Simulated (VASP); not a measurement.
Wanted: the native input for a VASP 6.6.1 run.

* Task: single point
* Functional: LDA
* Potentials or basis: VASP PAW LDA potentials, release 64 (Re)
* Cutoff: 520 eV
* k mesh: 19 × 19 × 19
* Occupations: fermi-dirac, width 0.1 eV
* Spin: no spin polarisation
* Dipole correction: no
* Further INCAR settings: ALGO = Normal; EDIFF = 1e-06; NBANDS = 10

The structure of Re lies in POSCAR:

```
Re
1.0
   -1.4485811638      1.4485811638      1.4485811638
    1.4485811638     -1.4485811638      1.4485811638
    1.4485811638      1.4485811638     -1.4485811638
Re
1
Direct
    0.0000000000      0.0000000000      0.0000000000
```

This isn't the form of Re at room conditions, which is hcp.

These files were run (other wordings do the same):

INCAR

```
ALGO     = Normal         # electronic algorithm
EDIFF    = 1E-6           # SCF threshold, eV
ENCUT    = 520            # plane-wave cutoff, eV
GGA      = CA             # functional
ISIF     = 2              # what is computed and relaxed
ISMEAR   = -1             # smearing method
LASPH    = True           # aspherical terms in the spheres
LCHARG   = False          # write CHGCAR
LREAL    = False          # projectors in reciprocal space
LWAVE    = False          # write WAVECAR
NBANDS   = 10             # bands
NELM     = 100            # most SCF steps
PREC     = Accurate       # precision mode
SIGMA    = 0.1            # smearing width, eV
```

KPOINTS

```
k-points
0
Gamma
  19 19 19
```

Potentials or basis: VASP PAW LDA potentials, release 64 (Re).

Launch:

```sh
$ cat potpaw_LDA.64/Re/POTCAR > POTCAR
$ mpirun -np 1 vasp_std > vasp.out
```

It gave:

| Item | Value |
| --- | --- |
| Pressure | 106.0 GPa |
| Band gap on the k mesh | zero (an odd number of electrons rules out a gap without spin polarisation) |

Caveat: the cell stands under pressure; spin-orbit coupling is left out, which moves the levels of the heavy elements.

Run time: 44 s on 1 thread of Intel Xeon 8259CL, on a shared host, peak memory 0.14 GiB.
